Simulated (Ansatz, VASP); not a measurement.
**ZrNb2N3: VASP beside Ansatz**

```
Zr Nb N
1.0
     1.53198    0.88449    8.23744
    -1.53198    0.88449    8.23744
     0.00000   -1.76898    8.23744
Zr Nb N
1 2 3
Direct
  0.00000 0.00000 0.00000
  0.77709 0.77709 0.77709
  0.22291 0.22291 0.22291
  0.50000 0.50000 0.50000
  0.60896 0.60896 0.60896
  0.39104 0.39104 0.39104
```

Alike in both runs: functional PBE; k mesh 12 × 12 × 12; occupations gaussian, width 0.1 eV; no spin polarisation.

Ansatz relaxed the structure, and its values are those at the end. VASP's run is a single point on that final structure, the one shown.

|  | VASP | Ansatz |
| --- | --- | --- |
| version | VASP 6.6.1 | Ansatz 0.2.0 |
| potentials or method | VASP PAW PBE potentials, release 64 (Zr_sv, Nb_sv, N), cutoff 520 eV | scalar-relativistic, plane waves, PAW |
| valence electrons in the cell | 53 | 53 |

```csv
,VASP,Ansatz,Ansatz less VASP
gap on the k mesh at the Fermi level (eV),none,none,-
pressure (GPa),-0.2,0.0,+0.19
rms of the force components (eV/Å),0.011,0.001,-0.0100
```

A gap of «none» marks a metal or a gap that the smearing closes. With one functional, cell and mesh, what is left measures potentials, basis and numerics.
